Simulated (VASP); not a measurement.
Input of a VASP 6.6.1 run:

The input INCAR:

```
ALGO = Fast
EDIFF = 1E-6
ENCUT = 520
ISIF = 2
ISMEAR = -1
ISPIN = 2
LASPH = True
LCHARG = False
LMAXMIX = 4
LORBIT = 11
LREAL = False
LWAVE = False
MAGMOM = 1 1
NBANDS = 21
NELM = 150
PREC = Accurate
SIGMA = 0.05
```

Contents of KPOINTS:

```
k-points
0
Gamma
  7 7 4
```

The input POSCAR:

```
Ni
1.0
    2.4480228978      0.0000000000      0.0000000000
   -1.2240114489      2.1200500186      0.0000000000
    0.0000000000      0.0000000000      4.0728075700
Ni
2
Direct
    0.6666666667      0.3333333333      0.7500000000
    0.3333333333      0.6666666667      0.2500000000
```

Potentials or basis: VASP PAW LDA potentials, release 64 (Ni).

Launch:

```sh
$ cat potpaw_LDA.64/Ni/POTCAR > POTCAR
$ mpirun -np 1 vasp_std > vasp.out
```

(1) Estimate the site moments.

(2) Estimate the pressure.

(3) Predict the net moment.

## Answers

(1) Ni +0.54 μB.

(2) -11.0 GPa.

(3) 1.07 μB per cell.

Caveat: the k points lie up to 0.42 Å⁻¹ apart.
